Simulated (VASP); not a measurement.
A run of VASP 6.6.1:

Contents of INCAR:

```
SYSTEM = Be
ALGO = Normal ; EDIFF = 1E-6
ENCUT = 600 ; GGA_COMPAT = .False.
ISIF = 2 ; ISMEAR = -1
LASPH = .True. ; LCHARG = .False.
LREAL = .False. ; LWAVE = .False.
NBANDS = 12 ; NELM = 120
PREC = Accurate ; SIGMA = 0.1
```

The input KPOINTS:

```
k-points
0
Gamma
  4 4 6
  0 0 0
```

POSCAR

```
Be
1.0
    3.7468100000      0.0000000000      0.0000000000
    0.0000000000      3.7468100000      0.0000000000
    0.0000000000      0.0000000000      2.2812800000
Be
4
Direct
    0.2940675088      0.2857872095     -0.0294391822
    0.6978151814      0.7156569612     -0.0145706626
    0.2081102863      0.7702577083      0.5509562014
    0.8000070160      0.2282981303      0.4930537051
```

Potentials or basis: VASP PAW LDA potentials, release 64 (Be).

Launch:

```sh
$ cat potpaw_LDA.64/Be/POTCAR > POTCAR
$ mpirun -np 1 vasp_std > vasp.out
```

Hardware: 1 thread of Intel(R) Xeon(R) Platinum 8259CL CPU @ 2.50GHz (Skylake/Cascade Lake) (shared host).

Q: How long does it take, and how much memory?

A: Run time: 12 s on 1 thread of Intel(R) Xeon(R) Platinum 8259CL CPU @ 2.50GHz (Skylake/Cascade Lake), on a shared host, peak memory 0.13 GiB. Counts: scf iterations 11, k points 52.
